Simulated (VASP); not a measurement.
# Cu3Te: single point with PBE

Cu3Te:

```
Cu Te
1.0
     4.02407    0.00000    0.00000
     0.00000    4.02407    0.00000
     0.00000    0.00000    4.02407
Cu Te
3 1
Direct
  0.00000 0.50000 0.50000
  0.50000 0.00000 0.50000
  0.50000 0.50000 0.00000
  0.00000 0.00000 0.00000
```

```json
{"Program": "VASP 6.6.1", "Task": "single point", "Functional": "PBE", "Potentials or basis": "VASP PAW PBE potentials, release 64 (Cu, Te)", "Cutoff": "520 eV", "k mesh": "6 × 6 × 6", "Occupations": "fermi-dirac, width 0.2 eV", "Spin": "no spin polarisation"}
```

```yaml
Pressure: -3.6 GPa
Band_gap_on_the_k_mesh: zero (an odd number of electrons rules out a gap without spin polarisation)
```

Levels at points of the mesh, in eV from the Fermi level:
| k point | band 16 | band 17 | band 18 | band 19 | band 20 | band 21 | band 22 | band 23 | band 24 | band 25 |
| --- | --- | --- | --- | --- | --- | --- | --- | --- | --- | --- |
| (0.00, 0.00, 0.00) | -2.22 | -2.08 | -2.08 | -2.08 | -1.38 | 2.56 | 2.56 | 5.86 | 5.86 | 5.86 |
| (0.50, 0.00, 0.00) | -2.37 | -2.08 | -0.48 | -0.48 | -0.24 | 2.73 | 2.73 | 2.89 | 3.40 | 4.44 |
| (0.50, 0.50, 0.00) | -2.63 | -2.52 | -1.84 | -1.84 | 0.65 | 2.39 | 4.68 | 4.68 | 4.72 | 4.72 |
| (0.50, 0.50, 0.50) | -2.41 | -2.18 | -2.18 | -2.18 | -1.25 | 0.42 | 0.42 | 0.42 | 10.19 | 10.19 |

Wall time 52 s on 1 thread of AMD EPYC 7571, with other jobs on the host, peak memory 0.15 GiB.

Caveat: the cell stands under tension; spin-orbit coupling is left out, which moves the levels of the heavy elements.
